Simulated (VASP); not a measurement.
Write the native input for VASP 6.6.1 that does the following.

| Property | Result |
| --- | --- |
| Task | single point |
| Functional | RPBE |
| Potentials or basis | VASP PAW PBE potentials, release 64 (Si, C) |
| Cutoff | 520 eV |
| k mesh | 10 × 10 × 2 |
| Occupations | fermi-dirac, width 0.05 eV |
| Spin | no spin polarisation |
| Dipole correction | no |
| Further INCAR settings | ALGO = Normal; EDIFF = 1e-06; NBANDS = 36 |

The structure of SiC lies in POSCAR:

```
SiC
1.0
    3.0950000000      0.0000000000      0.0000000000
   -1.5475000000      2.6803486247      0.0000000000
    0.0000000000      0.0000000000     15.1700000000
Si C
6 6
Direct
    0.6666666667      0.3333333333      0.4583000000
    0.3333333333      0.6666666667      0.9583000000
    0.6666666667      0.3333333333      0.7917000000
    0.3333333333      0.6666666667      0.2917000000
    0.0000000000      0.0000000000      0.6250000000
    0.0000000000      0.0000000000      0.1250000000
    0.6666666667      0.3333333333      0.3333000000
    0.3333333333      0.6666666667      0.8333000000
    0.6666666667      0.3333333333      0.6667000000
    0.3333333333      0.6666666667      0.1667000000
    0.0000000000      0.0000000000      0.5000000000
    0.0000000000      0.0000000000      0.0000000000
```

One way to write it, as run:

INCAR

```
SYSTEM = SiC
PREC = Accurate
ENCUT = 520
EDIFF = 1E-6
ISMEAR = -1
SIGMA = 0.05
LREAL = .FALSE.
LASPH = .TRUE.
NELM = 60
ALGO = Normal
ISIF = 2
LWAVE = .FALSE.
LCHARG = .TRUE.
GGA = RP
LELF = .TRUE.
LVHAR = .TRUE.
NBANDS = 36
```

KPOINTS

```
regular mesh
0
G
  10 10 2
  0 0 0
```

Potentials or basis: VASP PAW PBE potentials, release 64 (Si, C).

Run with:

```sh
$ cat potpaw_PBE.64/Si/POTCAR potpaw_PBE.64/C/POTCAR > POTCAR
$ mpirun -np 1 vasp_std > vasp.out
```

Results of the run:

```yaml
Pressure: 2.9 GPa
Largest_force: 0.141 eV/Å
Band_gap_on_the_k_mesh: 2.03 eV (least direct gap 3.12 eV)
```

Caveat: the PAW data sets were made with another functional, which shifts forces and pressure a little.

Run time: 3.1 min on 1 thread of Intel(R) Xeon(R) Platinum 8259CL CPU @ 2.50GHz (Skylake/Cascade Lake), on a shared host, peak memory 0.28 GiB.
